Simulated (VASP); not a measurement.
# RbBiAs (P4/nmm) in VASP: notebook

The runs below take RbBiAs through relaxation of cell and atoms, single point, with PBE.

Everything below comes from runs of VASP 6.6.1. Logs are shortened: lines on timing, memory, paths and dates and some standing lists are left out, and cuts for length are marked.

## 1. The cell of the first run

It takes space group P4/nmm (No. 129, tetragonal). The conventional cell has a = 4.595 Å, b = 4.595 Å, c = 7.928 Å, α = 90.00°, β = 90.00°, γ = 90.00°. Rb (site symmetry 4mm) has 4 As at 2.94 Å and 5 Bi at 3.31 to 3.39 Å within 3.9 Å. Within 4.4 Å of Bi (site symmetry 4mm) lie 5 Rb at 3.31 to 3.39 Å and 4 As at 3.61 Å and 4 Bi at 4.01 Å. As (site symmetry -4m2) has 4 Rb at 2.94 Å and 4 As at 3.25 Å and 4 Bi at 3.61 Å within 3.9 Å.

## 2. Relaxation of cell and atoms, PBE

File INCAR:

```
  PREC = Accurate
  ENCUT = 600
  EDIFF = 1E-7
  ISMEAR = 0
  SIGMA = 0.1
  LREAL = False
  LASPH = True
  NELM = 100
  ALGO = Normal
  ISIF = 3
  LWAVE = False
  LCHARG = False
  GGA = PE
  IBRION = 2
  NSW = 90
  EDIFFG = -0.04
```

File KPOINTS:

```
Automatic mesh
0
Gamma
  4 4 2
```

File POSCAR:

```
RbBiAs
1.0
    4.5952314724      0.0000000000      0.0000000000
    0.0000000000      4.5952314724      0.0000000000
    0.0000000000      0.0000000000      7.9279629668
Rb Bi As
2 2 2
Direct
    0.5000000000      0.0000000000      0.2305000000
    0.0000000000      0.5000000000      0.7695000000
    0.5000000000      0.0000000000      0.6480000000
    0.0000000000      0.5000000000      0.3520000000
    0.0000000000      0.0000000000      0.0000000000
    0.5000000000      0.5000000000      0.0000000000
```

Potentials or basis: VASP PAW PBE potentials, release 64 (Rb_sv, Bi_d, As).

Run with:

```sh
cat potpaw_PBE.64/Rb_sv/POTCAR potpaw_PBE.64/Bi_d/POTCAR potpaw_PBE.64/As/POTCAR > POTCAR
mpirun -np 1 vasp_std > vasp.out
```

OUTCAR:

```text
PREC = Accurate
   ENCUT = 600
   EDIFF = 1E-7
   ISMEAR = 0
   LREAL = False
   LASPH = True
   NELM = 100
   ISIF = 3
   GGA = PE
   IBRION = 2
   NSW = 90
   EDIFFG = -0.04

 ion  position               nearest neighbor table
   1  0.500  0.000  0.230-   5 2.94   6 2.94   6 2.94   5 2.94   3 3.31   4 3.39   4 3.39   4 3.39
                             4 3.39   3 4.62   2 4.89   2 4.89   2 4.89   2 4.89   2 5.37   2 5.37
   2  0.000  0.500  0.770-   5 2.94   6 2.94   5 2.94   6 2.94   4 3.31   3 3.39   3 3.39   3 3.39
                             3 3.39   4 4.62   1 4.89   1 4.89   1 4.89   1 4.89   1 5.37   1 5.37
   3  0.500  0.000  0.648-   1 3.31   2 3.39   2 3.39   2 3.39   2 3.39   1 4.62
   4  0.000  0.500  0.352-   2 3.31   1 3.39   1 3.39   1 3.39   1 3.39   2 4.62
   5  0.000  0.000  0.000-   1 2.94   2 2.94   2 2.94   1 2.94
   6  0.500  0.500  0.000-   1 2.94   2 2.94   1 2.94   2 2.94

  LATTYP: Found a simple tetragonal cell.
 ALAT       =     4.5952314724
 C/A-ratio  =     1.7252586762

  Lattice vectors:

 A1 = (   4.5952314724,   0.0000000000,   0.0000000000)
 A2 = (   0.0000000000,   4.5952314724,   0.0000000000)
 A3 = (   0.0000000000,   0.0000000000,   7.9279629668)

Analysis of symmetry for initial positions (statically):
=====================================================================
 Subroutine PRICEL returns:
 Original cell was already a primitive cell.

 Routine SETGRP: Setting up the symmetry group for a
 simple tetragonal supercell.

 Subroutine GETGRP returns: Found 16 space group operations
 (whereof  8 operations were pure point group operations)
 out of a pool of 16 trial point group operations.

The static configuration has the point symmetry D_2d.
 The point group associated with its full space group is D_4h.

Analysis of symmetry for dynamics (positions and initial velocities):
=====================================================================
 Subroutine PRICEL returns:
 Original cell was already a primitive cell.

 Routine SETGRP: Setting up the symmetry group for a
 simple tetragonal supercell.

 Subroutine GETGRP returns: Found 16 space group operations
 (whereof  8 operations were pure point group operations)
 out of a pool of 16 trial point group operations.

The dynamic configuration has the point symmetry D_2d.
 The point group associated with its full space group is D_4h.

 Subroutine INISYM returns: Found 16 space group operations
 (whereof  8 operations are pure point group operations),
 and found     1 'primitive' translations

----------------------------------------------------------------------------------------

                                     Primitive cell

  volume of cell :     167.4081

  direct lattice vectors                    reciprocal lattice vectors
     4.595231472  0.000000000  0.000000000     0.217616894  0.000000000  0.000000000
     0.000000000  4.595231472  0.000000000     0.000000000  0.217616894  0.000000000
     0.000000000  0.000000000  7.927962967     0.000000000  0.000000000  0.126135806

  length of vectors
     4.595231472  4.595231472  7.927962967     0.217616894  0.217616894  0.126135806

  position of ions in fractional coordinates (direct lattice)
     0.500000000  0.000000000  0.230500000
     0.000000000  0.500000000  0.769500000
     0.500000000  0.000000000  0.648000000
     0.000000000  0.500000000  0.352000000
     0.000000000  0.000000000  0.000000000
     0.500000000  0.500000000  0.000000000

  ion indices of the primitive-cell ions
   primitive index   ion index
                 1           1
                 2           2
                 3           3
                 4           4
                 5           5
                 6           6

----------------------------------------------------------------------------------------

 KPOINTS: Automatic mesh

Automatic generation of k-mesh.
 Grid dimensions read from file:
 generate k-points for:    4    4    2

 Generating k-lattice:

  Cartesian coordinates                     Fractional coordinates (reciprocal lattice)
     0.054404223  0.000000000  0.000000000     0.250000000  0.000000000  0.000000000
     0.000000000  0.054404223  0.000000000     0.000000000  0.250000000  0.000000000
     0.000000000  0.000000000  0.063067903     0.000000000  0.000000000  0.500000000

  Length of vectors
     0.054404223  0.054404223  0.063067903

  Shift w.r.t. Gamma in fractional coordinates (k-lattice)
     0.000000000  0.000000000  0.000000000

 Subroutine IBZKPT returns following result:
 ===========================================

 Found     12 irreducible k-points:

 Following reciprocal coordinates:
            Coordinates               Weight
  0.000000  0.000000  0.000000      1.000000
  0.250000  0.000000  0.000000      4.000000
  0.500000  0.000000  0.000000      2.000000
  0.250000  0.250000  0.000000      4.000000
  0.500000  0.250000  0.000000      4.000000
  0.500000  0.500000  0.000000      1.000000
  0.000000  0.000000  0.500000      1.000000
  0.250000  0.000000  0.500000      4.000000
  0.500000  0.000000  0.500000      2.000000
  0.250000  0.250000  0.500000      4.000000
  0.500000  0.250000  0.500000      4.000000
  0.500000  0.500000  0.500000      1.000000
   k-points           NKPTS =     12   k-points in BZ     NKDIM =     12   number of bands    NBANDS=     34
   number of dos      NEDOS =    301   number of ions     NIONS =      6
   total plane-waves  NPLWV = 102400
   dimension x,y,z NGX =    40 NGY =   40 NGZ =   64
   dimension x,y,z NGXF=    80 NGYF=   80 NGZF=  128
   ions per type =               2   2   2
   NGX,Y,Z   is equivalent  to a cutoff of  14.47, 14.47, 13.42 a.u.
   NGXF,Y,Z  is equivalent  to a cutoff of  28.94, 28.94, 26.84 a.u.
 SYSTEM =  unknown system
   PREC   = accura    normal or accurate (medium, high low for compatibility)
   ISTART =      0    job   : 0-new  1-cont  2-samecut
   ICHARG =      2    charge: 1-file 2-atom 10-const
   ISPIN  =      1    spin polarized calculation?
   LNONCOLLINEAR =      F non collinear calculations
   LSORBIT =      F    spin-orbit coupling
   LASPH  =      T    aspherical Exc in radial PAW
   ENCUT  =  600.0 eV  44.10 Ry    6.64 a.u.   9.18  9.18 15.83*2*pi/ulx,y,z
   NELM   =    100;   NELMIN=  2; NELMDL= -5     # of ELM steps
   EDIFF  = 0.1E-06   stopping-criterion for ELM
   LREAL  =      F    real-space projection
   EDIFFG = -.4E-01   stopping-criterion for IOM
   NSW    =     90    number of steps for IOM
   IBRION =      2    ionic relax: 0-MD 1-quasi-New 2-CG
   NFREE  =      1    steps in history (QN), initial steepest desc. (CG)
   ISIF   =      3    stress and relaxation
   ISYM   =      2    0-nonsym 1-usesym 2-fastsym
   POTIM  = 0.5000    time-step for ionic-motion
   TEBEG  =    0.0;   TEEND  =   0.0 temperature during run
   PSTRESS=    0.0 pullay stress
   NELECT =      58.0000    total number of electrons
   NUPDOWN=      -1.0000    fix difference up-down
   EMIN   =  10.00;   EMAX   =-10.00  energy-range for DOS
   EFERMI =   0.00;   METHOD = LEGACY
   ISMEAR =     0;   SIGMA  =   0.10  broadening in eV -4-tet -1-fermi 0-gaus
   EFERMI_NEDOS =   21; number of points for ismear=-14 and -15
   IALGO  =     38    algorithm
   IMIX   =      4    mixing-type and parameters
     AMIX     =   0.40;   BMIX     =  1.00
     AMIX_MAG =   1.60;   BMIX_MAG =  1.00
  volume/ion in A,a.u.               =      27.90       188.29
  Fermi-wavevector in a.u.,A,eV,Ry     =   1.149808  2.172822 17.987700  1.322059
  Thomas-Fermi vector in A             =   2.286476
   LORBIT       =      0    0 simple, 1 ext, 2 COOP (PROOUT), +10 PAW based schemes
   GGA     = PE    functional components
   LHFCALC =     F    Hartree Fock is set to
   AEXX    =    0.0000 exact exchange contribution
   IVDW    =     0    specifies the selected vdW correction
   LEPSILON=     F    determine dielectric tensor
   LRPA    =     F    only Hartree local field effects (RPA)
 conjugate gradient relaxation of ions
 non-spin polarized calculation
 Gauss-broadening in eV      SIGMA  =   0.10
  energy-cutoff  :      600.00
  volume of cell :      167.41
 maximum number of plane-waves:      5620
 NGX is ok and might be reduce to    40
   NGX = 19   NGY = 19   NGZ = 31

--------------------------------------- Ionic step        1  -------------------------------------------

 number of electron      57.9999988 magnetization

 Free energy of the ion-electron system (eV)
  ---------------------------------------------------
  ext. energy  EPLUGINS =         0.00000000
  ---------------------------------------------------
  free energy    TOTEN  =       -14.77251073 eV

  energy without entropy =      -14.75227973  energy(sigma->0) =      -14.76239523

------------------------ aborting loop because EDIFF is reached ----------------------------------------

  FORCE on cell =-STRESS in cart. coord.  units (eV):
  Direction    XX          YY          ZZ          XY          YZ          ZX
  --------------------------------------------------------------------------------------
  -------------------------------------------------------------------------------------
  Total        8.9782424      8.9782424      6.2114281      0.0000000      0.0000000      0.0000000
  in kB       85.9261814     85.9261814     59.4464123      0.0000000      0.0000000      0.0000000
  external PRESSURE =      77.0995917 kB  Pullay stress =       0.0000000 kB
[... 101 lines left out ...]
  FREE ENERGIE OF THE ION-ELECTRON SYSTEM (eV)
  ---------------------------------------------------
  free  energy   TOTEN  =       -15.6612499990 eV

  energy  without entropy=      -15.6297416483  energy(sigma->0) =      -15.64549582

 E-fermi :   5.0455     XC(G=0):  -9.1949

 val. band max:        5.0354156723   @ k =   0.5000   0.5000   0.0000
 cond. band min:       5.0457820737   @ k =   0.5000   0.5000   0.5000
 fundamental gap:      0.0103664014
 Fermi energy:         5.0454704282

 k-point     1 :       0.0000    0.0000    0.0000
  band No.  band energies     occupation
      1     -22.9099      2.00000
      2     -22.8766      2.00000
      3     -18.2305      2.00000
      4     -18.2252      2.00000
      5     -18.2030      2.00000
      6     -18.2030      2.00000
[... 433 lines left out ...]
     33       6.8242      0.00000
     34       6.8242      0.00000

[... ionic steps 4 to 37 ...]

--------------------------------------- Ionic step       38  -------------------------------------------

 number of electron      57.9999993 magnetization

------------------------ aborting loop because EDIFF is reached ----------------------------------------

  FORCE on cell =-STRESS in cart. coord.  units (eV):
  Direction    XX          YY          ZZ          XY          YZ          ZX
  --------------------------------------------------------------------------------------
  -------------------------------------------------------------------------------------
  Total        0.0071181      0.0071181      0.1679478      0.0000000      0.0000000     -0.0000000
  in kB        0.0482658      0.0482658      1.1388075      0.0000000      0.0000000     -0.0000000
  external PRESSURE =       0.4117797 kB  Pullay stress =       0.0000000 kB
[... 65 lines left out ...]
  energy  without entropy=      -20.2088732351  energy(sigma->0) =      -20.21668115

--------------------------------------- Ionic step       40  -------------------------------------------

 number of electron      57.9999979 magnetization

 Free energy of the ion-electron system (eV)
  ---------------------------------------------------
  ext. energy  EPLUGINS =         0.00000000
  ---------------------------------------------------
  free energy    TOTEN  =       -20.22560821 eV

  energy without entropy =      -20.20944432  energy(sigma->0) =      -20.21752627

 E-fermi :   3.1436     XC(G=0):  -7.9008

 val. band max:        3.1401549432   @ k =   0.5000   0.5000   0.5000
 cond. band min:       3.3458699417   @ k =   0.2500   0.0000   0.5000
 fundamental gap:      0.2057149985
 Fermi energy:         3.1435869803

 k-point     1 :       0.0000    0.0000    0.0000
  band No.  band energies     occupation
      1     -25.0008      2.00000
      2     -24.9952      2.00000
      3     -19.7492      2.00000
      4     -19.7412      2.00000
      5     -19.7365      2.00000
      6     -19.7335      2.00000
[... 466 lines left out ...]
  FREE ENERGIE OF THE ION-ELECTRON SYSTEM (eV)
  ---------------------------------------------------
  free  energy   TOTEN  =       -20.2256082068 eV

  energy  without entropy=      -20.2094443248  energy(sigma->0) =      -20.21752627

 reached required accuracy - stopping structural energy minimisation
```

Run time: 43 min. Hardware: 1 thread of Intel Xeon Platinum 8259CL at 2.50GHz (Skylake/Cascade Lake), shared host; peak memory 0.38 GiB.

What came out:

| Quantity | Value |
| --- | --- |
| Free energy | -20.2256 eV |
| Relaxed volume | 39.56 Å³/atom |
| Relaxed cell | a = 5.483 Å, b = 5.483 Å, c = 7.896 Å, α = 90.00°, β = 90.00°, γ = 90.00° |
| Space group after relaxing (to 0.1 Å) | P4/nmm (No. 129) |
| Energy gained by relaxing | 908.8 meV/atom |
| Ionic steps | 40 |
| Pressure after relaxing | 0.0 GPa |
| Largest force after relaxing | 0.035 eV/Å |
| Band gap on the k mesh | zero (bands 29 and 30 overlap by 1.15 eV) |

Forces on the atoms (eV/Å):
```
Rb   0.000  0.000  0.027
Rb   0.000  0.000 -0.027
Bi   0.000  0.000  0.035
Bi   0.000  0.000 -0.035
As   0.000  0.000  0.000
As   0.000  0.000  0.000
```

Step by step:
```
step  energy change (eV)  largest force (eV/Å)  pressure (GPa)  volume (Å³)
   1              0.0000                1.2883            7.71       167.41
   2             -0.8780                0.4704            0.33       202.06
   3             -0.8887                0.5057           -0.37       208.13
   4             -0.8889                0.5010           -0.28       207.26
   5             -0.9380                0.6203           -0.25       206.48
   6             -1.1037                0.8981           -0.07       204.09
   7             -1.4656                1.4866            0.57       199.15
   8             -2.2051                2.6940            3.00       188.63
   9             -0.1000                5.5650           18.39       164.89
  10             -2.1284                3.2459            4.86       182.96
  11             -2.0630                3.7730            7.61       177.52
  12             -2.1310                3.6271            6.56       179.56
  13             -2.1355                3.6255            6.58       179.54
  14             -2.1486                3.6198            6.64       179.47
  15             -2.1729                3.6100            6.76       179.33
  16             -2.2153                3.6064            7.00       179.04
  17             -2.2816                3.6422            7.58       178.44
  18             -2.3209                3.6938            9.14       177.19
  19             -2.4526                3.5438            8.94       177.97
  20             -2.8125                3.0842            8.45       180.30
  21             -3.4582                2.5061            7.60       185.03
  22             -4.1845                1.2735            6.05       194.71
  23             -4.2789                0.8886            5.35       199.23
  24             -4.2913                0.6297            4.98       202.29
  25             -4.4805                0.6813            4.03       206.02
  26             -4.8961                0.7574            1.66       217.37
  27             -5.0481                0.9069           -1.61       240.84
  28             -5.0886                0.7549           -0.91       234.37
  29             -5.1740                0.6662           -0.77       233.35
  30             -5.3314                0.4580           -0.16       230.02
  31             -5.2261                0.2244            2.09       222.06
  32             -5.3633                0.3547            0.41       227.67
  33             -5.3846                0.3206            0.19       229.88
  34             -5.4216                0.2325           -0.37       236.58
  35             -5.4262                0.1973           -0.61       239.69
  36             -5.4426                0.1256           -0.24       237.66
  37             -5.4464                0.1073            0.05       236.16
  38             -5.4481                0.0941            0.04       236.28
  39             -5.4520                0.0527            0.03       236.64
  40             -5.4531                0.0347            0.00       237.35
```

Final structure:
```
Rb Bi As
1.0
     5.48268    0.00000    0.00000
     0.00000    5.48268    0.00000
     0.00000    0.00000    7.89608
Rb Bi As
2 2 2
Direct
  0.50000 0.00000 0.31945
  0.00000 0.50000 0.68055
  0.50000 0.00000 0.85238
  0.00000 0.50000 0.14762
  0.00000 0.00000 0.00000
  0.50000 0.50000 0.00000
```

Caveat: the k points lie up to 0.40 Å⁻¹ apart in the final cell, too coarse for converged energies and pressures of a metal; the volume moved by over 15 % at a fixed basis, so the end points are rough; spin-orbit coupling is left out, which moves the levels of the heavy elements.

## 3. Single point, PBE

This run uses another cell than the first one, of 39.30 Å³/atom.

File INCAR:

```
ALGO = Fast ; EDIFF = 1E-6
ENCUT = 520 ; GGA = PE
ISIF = 2 ; ISMEAR = 0
LASPH = T ; LCHARG = F
LREAL = F ; LWAVE = F
NBANDS = 38 ; NELM = 80
PREC = Accurate ; SIGMA = 0.1
```

File KPOINTS:

```
k-points
0
Gamma
  8 8 6
```

File POSCAR:

```
RbBiAs
1.0
    5.5217525291      0.0000000000      0.0000000000
    0.0000000000      5.5217525291      0.0000000000
    0.0000000000      0.0000000000      7.7343771168
Rb Bi As
2 2 2
Direct
    0.5000000000      0.0000000000      0.3245220044
    0.0000000000      0.5000000000      0.6754779956
    0.5000000000      0.0000000000      0.8562973170
    0.0000000000      0.5000000000      0.1437026830
    0.0000000000      0.0000000000      0.0000000000
    0.5000000000      0.5000000000      0.0000000000
```

Potentials or basis: VASP PAW PBE potentials, release 64 (Rb_sv, Bi_d, As).

Run with:

```sh
cat potpaw_PBE.64/Rb_sv/POTCAR potpaw_PBE.64/Bi_d/POTCAR potpaw_PBE.64/As/POTCAR > POTCAR
mpirun -np 1 vasp_std > vasp.out
```

It took 15 min on 1 thread of Intel Xeon Platinum 8259CL at 2.50GHz (Skylake/Cascade Lake), shared host; peak memory 0.64 GiB.

Results (log left out):

| Item | Value |
| --- | --- |
| Free energy | -20.2470 eV |
| Pressure | 0.0 GPa |
| Largest force | 0.004 eV/Å |
| Band gap on the k mesh | zero (bands 29 and 30 overlap by 1.37 eV) |

Forces on the atoms (eV/Å):
```
Rb   0.000  0.000 -0.002
Rb   0.000  0.000  0.002
Bi   0.000  0.000 -0.004
Bi   0.000  0.000  0.004
As   0.000  0.000  0.000
As   0.000  0.000  0.000
```

Levels at points of the mesh, in eV from the Fermi level:
```
           k point  band 27  band 28  band 29  band 30  band 31  band 32
(0.00, 0.00, 0.00)    -2.14    -1.47    -1.16     0.00     1.51     1.51
(0.50, 0.00, 0.00)    -1.66    -1.66     0.37     0.37     1.82     1.82
(0.50, 0.50, 0.00)     0.00     0.00     0.31     0.31     1.06     1.06
(0.00, 0.00, 0.50)    -2.17    -1.24    -1.12    -0.21     1.61     1.61
(0.50, 0.00, 0.50)    -1.60    -1.60     0.44     0.44     1.36     1.36
(0.50, 0.50, 0.50)     0.00     0.00     0.48     0.48     1.36     1.36
```

Caveat: spin-orbit coupling is left out, which moves the levels of the heavy elements.

The gap in the log of VASP goes by the Fermi energy; the results here count the filled bands.